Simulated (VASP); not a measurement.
# SrO (Fm-3m) in VASP: a series of runs

Aim: see how the results for SrO move with the level of theory and the settings. Levels: PBE, r2SCAN. Tasks: single point.

Everything below comes from runs of VASP 6.6.1. Logs are shortened: lines on timing, memory, paths and dates and some standing lists are left out, and cuts for length are marked.

## (1) The cell of the first run

The structure is cubic, space group Fm-3m (No. 225). Conventional cell: a = 5.351 Å, b = 5.351 Å, c = 5.351 Å, α = 90.00°, β = 90.00°, γ = 90.00°. Within 3.5 Å of Sr (site symmetry m-3m) lie 6 O at 2.68 Å. O (site symmetry m-3m) has 6 Sr at 2.68 Å within 3.5 Å.

## (2) Single point, PBE (strain +3.7%)

Contents of INCAR:

```
ALGO = Normal
EDIFF = 1E-7
ENCUT = 520
GGA = PE
ISIF = 2
ISMEAR = -1
LASPH = T
LCHARG = T
LELF = T
LREAL = F
LVHAR = T
LWAVE = F
NBANDS = 15
NELM = 80
PREC = Accurate
SIGMA = 0.02
```

Contents of KPOINTS:

```
k-points
0
Gamma
  8 8 8
```

Contents of POSCAR:

```
SrO
1.0
    0.0000000000      2.6756067366      2.6756067366
    2.6756067366      0.0000000000      2.6756067366
    2.6756067366      2.6756067366      0.0000000000
Sr O
1 1
Direct
    0.5000000000      0.5000000000      0.5000000000
    0.0000000000      0.0000000000      0.0000000000
```

Potentials or basis: VASP PAW PBE potentials, release 64 (Sr_sv, O).

The run is started by

```bash
$ cat potpaw_PBE.64/Sr_sv/POTCAR potpaw_PBE.64/O/POTCAR > POTCAR
$ mpirun -np 1 vasp_std > vasp.out
```

OUTCAR:

```text
EDIFF = 1E-7
   ENCUT = 520
   GGA = PE
   ISIF = 2
   ISMEAR = -1
   LASPH = T
   LREAL = F
   NELM = 80
   PREC = Accurate

 ion  position               nearest neighbor table
   1  0.500  0.500  0.500-   2 2.68   2 2.68   2 2.68   2 2.68   2 2.68   2 2.68
   2  0.000  0.000  0.000-   1 2.68   1 2.68   1 2.68   1 2.68   1 2.68   1 2.68

  LATTYP: Found a face centered cubic cell.
 ALAT       =     5.3512134732

  Lattice vectors:

 A1 = (   0.0000000000,   2.6756067366,   2.6756067366)
 A2 = (   2.6756067366,   0.0000000000,   2.6756067366)
 A3 = (   2.6756067366,   2.6756067366,   0.0000000000)

Analysis of symmetry for initial positions (statically):
=====================================================================
 Subroutine PRICEL returns:
 Original cell was already a primitive cell.

 Routine SETGRP: Setting up the symmetry group for a
 face centered cubic supercell.

 Subroutine GETGRP returns: Found 48 space group operations
 (whereof 48 operations were pure point group operations)
 out of a pool of 48 trial point group operations.

The static configuration has the point symmetry O_h .

Analysis of symmetry for dynamics (positions and initial velocities):
=====================================================================
 Subroutine PRICEL returns:
 Original cell was already a primitive cell.

 Routine SETGRP: Setting up the symmetry group for a
 face centered cubic supercell.

 Subroutine GETGRP returns: Found 48 space group operations
 (whereof 48 operations were pure point group operations)
 out of a pool of 48 trial point group operations.

The dynamic configuration has the point symmetry O_h .

 Subroutine INISYM returns: Found 48 space group operations
 (whereof 48 operations are pure point group operations),
 and found     1 'primitive' translations

----------------------------------------------------------------------------------------

                                     Primitive cell

  volume of cell :      38.3086

  direct lattice vectors                    reciprocal lattice vectors
     0.000000000  2.675606737  2.675606737    -0.186873502  0.186873502  0.186873502
     2.675606737  0.000000000  2.675606737     0.186873502 -0.186873502  0.186873502
     2.675606737  2.675606737  0.000000000     0.186873502  0.186873502 -0.186873502

  length of vectors
     3.783879334  3.783879334  3.783879334     0.323674400  0.323674400  0.323674400

  position of ions in fractional coordinates (direct lattice)
     0.500000000  0.500000000  0.500000000
     0.000000000  0.000000000  0.000000000

  ion indices of the primitive-cell ions
   primitive index   ion index
                 1           1
                 2           2

----------------------------------------------------------------------------------------

 KPOINTS: k-points

Automatic generation of k-mesh.
 Grid dimensions read from file:
 generate k-points for:    8    8    8

 Generating k-lattice:

  Cartesian coordinates                     Fractional coordinates (reciprocal lattice)
    -0.023359188  0.023359188  0.023359188     0.125000000  0.000000000  0.000000000
     0.023359188 -0.023359188  0.023359188     0.000000000  0.125000000  0.000000000
     0.023359188  0.023359188 -0.023359188     0.000000000  0.000000000  0.125000000

  Length of vectors
     0.040459300  0.040459300  0.040459300

  Shift w.r.t. Gamma in fractional coordinates (k-lattice)
     0.000000000  0.000000000  0.000000000

 Subroutine IBZKPT returns following result:
 ===========================================

 Found     29 irreducible k-points:

 Following reciprocal coordinates:
            Coordinates               Weight
  0.000000  0.000000  0.000000      1.000000
  0.125000  0.000000  0.000000      8.000000
  0.250000  0.000000  0.000000      8.000000
  0.375000  0.000000  0.000000      8.000000
  0.500000  0.000000  0.000000      4.000000
  0.125000  0.125000  0.000000      6.000000
[... 16 lines left out ...]
  0.500000  0.250000  0.125000     48.000000
 -0.375000  0.250000  0.125000     24.000000
 [... further k-points ...]
   k-points           NKPTS =     29   k-points in BZ     NKDIM =     29   number of bands    NBANDS=     15
   number of dos      NEDOS =    301   number of ions     NIONS =      2
   total plane-waves  NPLWV =  21952
   dimension x,y,z NGX =    28 NGY =   28 NGZ =   28
   dimension x,y,z NGXF=    56 NGYF=   56 NGZF=   56
   ions per type =               1   1
   NGX,Y,Z   is equivalent  to a cutoff of  12.30, 12.30, 12.30 a.u.
   NGXF,Y,Z  is equivalent  to a cutoff of  24.60, 24.60, 24.60 a.u.
 SYSTEM =  unknown system
   PREC   = accura    normal or accurate (medium, high low for compatibility)
   ISTART =      0    job   : 0-new  1-cont  2-samecut
   ICHARG =      2    charge: 1-file 2-atom 10-const
   ISPIN  =      1    spin polarized calculation?
   LNONCOLLINEAR =      F non collinear calculations
   LSORBIT =      F    spin-orbit coupling
   LASPH  =      T    aspherical Exc in radial PAW
   ENCUT  =  520.0 eV  38.22 Ry    6.18 a.u.   7.04  7.04  7.04*2*pi/ulx,y,z
   NELM   =     80;   NELMIN=  2; NELMDL= -5     # of ELM steps
   EDIFF  = 0.1E-06   stopping-criterion for ELM
   LREAL  =      F    real-space projection
   EDIFFG = 0.1E-05   stopping-criterion for IOM
   NSW    =      0    number of steps for IOM
   IBRION =     -1    ionic relax: 0-MD 1-quasi-New 2-CG
   NFREE  =      0    steps in history (QN), initial steepest desc. (CG)
   ISIF   =      2    stress and relaxation
   ISYM   =      2    0-nonsym 1-usesym 2-fastsym
   POTIM  = 0.5000    time-step for ionic-motion
   TEBEG  =    0.0;   TEEND  =   0.0 temperature during run
   PSTRESS=    0.0 pullay stress
   NELECT =      16.0000    total number of electrons
   NUPDOWN=      -1.0000    fix difference up-down
   EMIN   =  10.00;   EMAX   =-10.00  energy-range for DOS
   EFERMI =   0.00;   METHOD = LEGACY
   ISMEAR =    -1;   SIGMA  =   0.02  broadening in eV -4-tet -1-fermi 0-gaus
   EFERMI_NEDOS =   21; number of points for ismear=-14 and -15
   IALGO  =     38    algorithm
   IMIX   =      4    mixing-type and parameters
     AMIX     =   0.40;   BMIX     =  1.00
     AMIX_MAG =   1.60;   BMIX_MAG =  1.00
  volume/ion in A,a.u.               =      19.15       129.26
  Fermi-wavevector in a.u.,A,eV,Ry     =   1.223721  2.312498 20.374643  1.497494
  Thomas-Fermi vector in A             =   2.358822
   LORBIT       =      0    0 simple, 1 ext, 2 COOP (PROOUT), +10 PAW based schemes
   GGA     = PE    functional components
   LHFCALC =     F    Hartree Fock is set to
   AEXX    =    0.0000 exact exchange contribution
   IVDW    =     0    specifies the selected vdW correction
   LEPSILON=     F    determine dielectric tensor
   LRPA    =     F    only Hartree local field effects (RPA)
 non-spin polarized calculation
  energy-cutoff  :      520.00
  volume of cell :       38.31
 maximum number of plane-waves:      1056
   NGX = 13   NGY = 13   NGZ = 13

 number of electron      16.0000004 magnetization

 Free energy of the ion-electron system (eV)
  ---------------------------------------------------
  ext. energy  EPLUGINS =         0.00000000
  ---------------------------------------------------
  free energy    TOTEN  =       -11.99717922 eV

  energy without entropy =      -11.99717922  energy(sigma->0) =      -11.99717922

 E-fermi :   1.5547     XC(G=0):  -9.4755

 val. band max:        1.1386973760   @ k =   0.0000   0.0000   0.0000
 cond. band min:       4.3252207575   @ k =   0.0000   0.0000   0.0000
 fundamental gap:      3.1865233816
 Fermi energy:         1.5546721034

 k-point     1 :       0.0000    0.0000    0.0000
  band No.  band energies     occupation
      1     -31.7010      2.00000
      2     -13.8023      2.00000
      3     -13.4384      2.00000
      4     -13.4384      2.00000
      5     -13.4384      2.00000
      6       1.1387      2.00000
      7       1.1387      2.00000
      8       1.1387      2.00000
      9       4.3252      0.00000
     10       7.0666      0.00000
     11       7.0666      0.00000
     12       7.0666      0.00000
     13       8.9783      0.00000
     14       8.9783      0.00000
     15      13.2522      0.00000

 k-point     2 :       0.1250    0.0000    0.0000
  band No.  band energies     occupation
      1     -31.6894      2.00000
      2     -14.2281      2.00000
      3     -13.4476      2.00000
      4     -13.4476      2.00000
      5     -13.0441      2.00000
      6       0.7141      2.00000
      7       0.9808      2.00000
      8       0.9808      2.00000
      9       4.9838      0.00000
     10       6.9231      0.00000
     11       7.3328      0.00000
     12       7.3328      0.00000
     13       9.3108      0.00000
     14       9.3108      0.00000
     15      14.1241      0.00000

 k-point     3 :       0.2500    0.0000    0.0000
  band No.  band energies     occupation
      1     -31.6611      2.00000
      2     -14.7282      2.00000
      3     -13.4695      2.00000
      4     -13.4695      2.00000
      5     -12.6192      2.00000
      6      -0.0286      2.00000
      7       0.6354      2.00000
      8       0.6354      2.00000
      9       6.3685      0.00000
     10       6.8682      0.00000
     11       8.0496      0.00000
     12       8.0496      0.00000
     13      10.1539      0.00000
     14      10.1539      0.00000
     15      15.7649      0.00000
[... 343 lines left out ...]
 k-point    23 :       0.5000    0.2500    0.1250
  band No.  band energies     occupation
      1     -31.6179      2.00000
      2     -14.8855      2.00000
      3     -13.6836      2.00000
      4     -13.5571      2.00000
      5     -12.5590      2.00000
      6      -0.2727      2.00000
      7       0.3530      2.00000
      8       0.6324      2.00000
      9       6.4252      0.00000
     10       7.5791      0.00000
     11       9.2328      0.00000
     12       9.5392      0.00000
     13      11.2084      0.00000
     14      12.0380      0.00000
     15      14.0288      0.00000

 k-point    24 :      -0.3750    0.2500    0.1250
  band No.  band energies     occupation
      1     -31.6085      2.00000
      2     -14.9398      2.00000
      3     -13.7001      2.00000
      4     -13.5907      2.00000
      5     -12.5294      2.00000
      6      -0.3016      2.00000
      7       0.3870      2.00000
      8       0.4126      2.00000
      9       7.0646      0.00000
     10       7.3864      0.00000
     11       9.4937      0.00000
     12       9.8868      0.00000
     13      11.6629      0.00000
     14      12.8541      0.00000
     15      13.0541      0.00000

 [... further k-points ...]
[... 5 lines left out ...]
  --------------------------------------------------------------------------------------
  -------------------------------------------------------------------------------------
  Total       -1.3933228     -1.3933228     -1.3933228      0.0000000     -0.0000000     -0.0000000
  in kB      -58.2727455    -58.2727455    -58.2727455      0.0000000     -0.0000000     -0.0000000
  external PRESSURE =     -58.2727455 kB  Pullay stress =       0.0000000 kB

 VOLUME and BASIS-vectors are now :
 -----------------------------------------------------------------------------
  energy-cutoff  :      520.00
  volume of cell :       38.31
      direct lattice vectors                 reciprocal lattice vectors
     0.000000000  2.675606737  2.675606737    -0.186873502  0.186873502  0.186873502
     2.675606737  0.000000000  2.675606737     0.186873502 -0.186873502  0.186873502
     2.675606737  2.675606737  0.000000000     0.186873502  0.186873502 -0.186873502

 POSITION                                       TOTAL-FORCE (eV/Angst)
 -----------------------------------------------------------------------------------
      2.67561      2.67561      2.67561        -0.000000      0.000000      0.000000
      0.00000      0.00000      0.00000         0.000000     -0.000000     -0.000000
 -----------------------------------------------------------------------------------
    total drift:                                0.000000      0.000000      0.000000

  FREE ENERGIE OF THE ION-ELECTRON SYSTEM (eV)
  ---------------------------------------------------
  free  energy   TOTEN  =       -11.9971792191 eV

  energy  without entropy=      -11.9971792191  energy(sigma->0) =      -11.99717922
```

Wall time 12 s (1 thread of AMD EPYC 9R45 (Zen 5), shared host); peak memory 0.13 GiB.

Results:

```
Free energy            : -11.9972 eV
Pressure               : -5.8 GPa
Band gap on the k mesh : 3.19 eV, direct
```

Caveat: the cell differs from its parent crystal (strain +3.7%). A k mesh can miss the band edges.

## (3) Single point, r2SCAN (strain +3.7%)

POSCAR is that of step 2.

Contents of INCAR.step1:

```
SYSTEM = SrO
ALGO     = Normal         ! electronic algorithm
EDIFF    = 1E-4           ! SCF threshold, eV
ENCUT    = 520            ! plane-wave cutoff, eV
GGA      = PE             ! functional
ISMEAR   = 0              ! smearing method
LASPH    = .TRUE.         ! aspherical terms in the spheres
LCHARG   = .FALSE.        ! write CHGCAR
LREAL    = .FALSE.        ! projectors in reciprocal space
LWAVE    = .TRUE.         ! write WAVECAR
NBANDS   = 15             ! bands
NELM     = 100            ! most SCF steps
PREC     = Accurate       ! precision mode
SIGMA    = 0.01           ! smearing width, eV
```

Contents of INCAR.step2:

```
SYSTEM = SrO
ALGO     = Normal         ! electronic algorithm
EDIFF    = 1E-6           ! SCF threshold, eV
ENCUT    = 520            ! plane-wave cutoff, eV
ISIF     = 2              ! what is computed and relaxed
ISMEAR   = 0              ! smearing method
ISTART   = 1            
LASPH    = .TRUE.         ! aspherical terms in the spheres
LCHARG   = .FALSE.        ! write CHGCAR
LMIXTAU  = .TRUE.       
LREAL    = .FALSE.        ! projectors in reciprocal space
LWAVE    = .FALSE.        ! write WAVECAR
METAGGA  = R2SCAN         ! meta-GGA
NBANDS   = 15             ! bands
NELM     = 100            ! most SCF steps
PREC     = Accurate       ! precision mode
SIGMA    = 0.01           ! smearing width, eV
```

Contents of KPOINTS:

```
k-points
0
G
  8 8 8
  0 0 0
```

Potentials or basis: VASP PAW PBE potentials, release 64 (Sr_sv, O).

The run is started by

```bash
$ cat potpaw_PBE.64/Sr_sv/POTCAR potpaw_PBE.64/O/POTCAR > POTCAR
$ cp INCAR.step1 INCAR
$ mpirun -np 1 vasp_std > vasp.out
$ cp INCAR.step2 INCAR
$ mpirun -np 1 vasp_std > vasp.out
```

Run time: 48 s. Hardware: 1 thread of AMD EPYC 9R45 (Zen 5), shared host; peak memory 0.14 GiB.

Results (log left out):

```
Free energy            : -26.9594 eV
Pressure               : -7.7 GPa
Band gap on the k mesh : 3.77 eV, indirect (least direct gap 3.82 eV)
```

Levels at points of the mesh, in eV from the valence-band top:
| k point | band 6 | band 7 | band 8 | band 9 | band 10 | band 11 |
| --- | --- | --- | --- | --- | --- | --- |
| (0.00, 0.00, 0.00) | 0.00 | 0.00 | 0.00 | 3.82 | 6.48 | 6.48 |
| (0.50, 0.00, 0.00) | -1.90 | -0.92 | -0.92 | 6.58 | 8.11 | 8.79 |
| (0.50, 0.50, 0.00) | -0.59 | -0.15 | -0.15 | 3.77 | 7.63 | 10.04 |

Caveat: the cell differs from its parent crystal (strain +3.7%); the PAW data sets were made with another functional, which shifts forces and pressure a little. A k mesh can miss the band edges.
